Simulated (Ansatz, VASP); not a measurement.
Two plane-wave programs on Os

```
Os
1.0
     0.00000    1.90731    1.90731
     1.90731    0.00000    1.90731
     1.90731    1.90731    0.00000
Os
1
Direct
  0.00000 0.00000 0.00000
```

Alike in both runs: task single point; functional PBE; k mesh 18 × 18 × 18; occupations gaussian, width 0.1 eV; no spin polarisation.

|  | VASP | Ansatz |
| --- | --- | --- |
| version | VASP 6.6.1 | Ansatz 0.2.0 |
| potentials or method | VASP PAW PBE potentials, release 64 (Os), cutoff 520 eV | scalar-relativistic, plane waves, PAW |
| valence electrons in the cell | 8 | 16 |

Ansatz gave:

| Item | Value |
| --- | --- |
| gap on the k mesh at the Fermi level (eV) | none |
| pressure (GPa) | 13.6 |

Question: Which values does VASP return?

Answer: gap on the k mesh at the Fermi level (eV): none; pressure (GPa): 13.8.

A gap of «none» marks a metal or a gap that the smearing closes. VASP's potentials hold 8 valence electrons a cell and Ansatz's 16, so a difference there can come from the potentials and not from the codes.

Neither program's run includes spin-orbit coupling.
